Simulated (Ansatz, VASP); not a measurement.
## WS2 in VASP and in Ansatz

```
W S
1.0
     3.18783    0.00000    0.00000
    -1.59391    2.76074    0.00000
     0.00000    0.00000   14.85713
W S
2 4
Direct
  0.33333 0.66667 0.25000
  0.66667 0.33333 0.75000
  0.33333 0.66667 0.64426
  0.66667 0.33333 0.14426
  0.33333 0.66667 0.85574
  0.66667 0.33333 0.35574
```

Alike in both runs: task single point; functional PBE; k mesh 10 × 10 × 2; collinear spin.

|  | VASP | Ansatz |
| --- | --- | --- |
| version | VASP 6.6.1 | Ansatz 0.2.0 |
| potentials or method | VASP PAW PBE potentials, release 64 (W_sv, S), cutoff 520 eV | scalar-relativistic, plane waves, PAW |
| occupations | methfessel-paxton of order 1, width 0.15 eV | cold, width 0.15 eV |
| valence electrons in the cell | 52 | 52 |

```tsv
	VASP	Ansatz	Ansatz less VASP
gap on the k mesh at the Fermi level (eV)	1.78	1.78	-0.008
pressure (GPa)	0.0	0.0	+0.05
net moment per atom (μB)	0.00	0.00	0.000
```

Ansatz's warnings: seeded moment not kept, stability check not made.

Neither program's run includes spin-orbit coupling.
